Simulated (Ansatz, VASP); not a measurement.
**RbBr in VASP and in Ansatz**

```
CELL_PARAMETERS angstrom
4.36062 0.00000 0.00000
0.00000 4.36062 0.00000
0.00000 0.00000 4.19290
ATOMIC_POSITIONS crystal
Rb 0.00000 0.00000 0.00000
Br 0.50000 0.50000 0.50000
```

Change from the starting cell: mode 4 frozen in at +0.000 Å, equal normal strain along x and y +0.0400.

Alike in both runs: task single point; functional PBE; k mesh 6 × 6 × 6; occupations gaussian, width 0.05 eV; no spin polarisation.

|  | VASP | Ansatz |
| --- | --- | --- |
| version | VASP 6.6.1 | Ansatz 0.2.0 |
| potentials or method | VASP PAW PBE potentials, release 64 (Rb_sv, Br), cutoff 520 eV | scalar-relativistic, plane waves, PAW |
| valence electrons in the cell | 16 | 16 |

```csv
,VASP,Ansatz,Ansatz less VASP
gap on the k mesh at the Fermi level (eV),3.58,3.58,+0.001
least direct gap on the mesh (eV),3.71,3.71,0.000
pressure (GPa),-0.9,-0.9,-0.02
"traceless stress, the component that is largest in VASP (GPa)",0.68,0.68,0.000
```
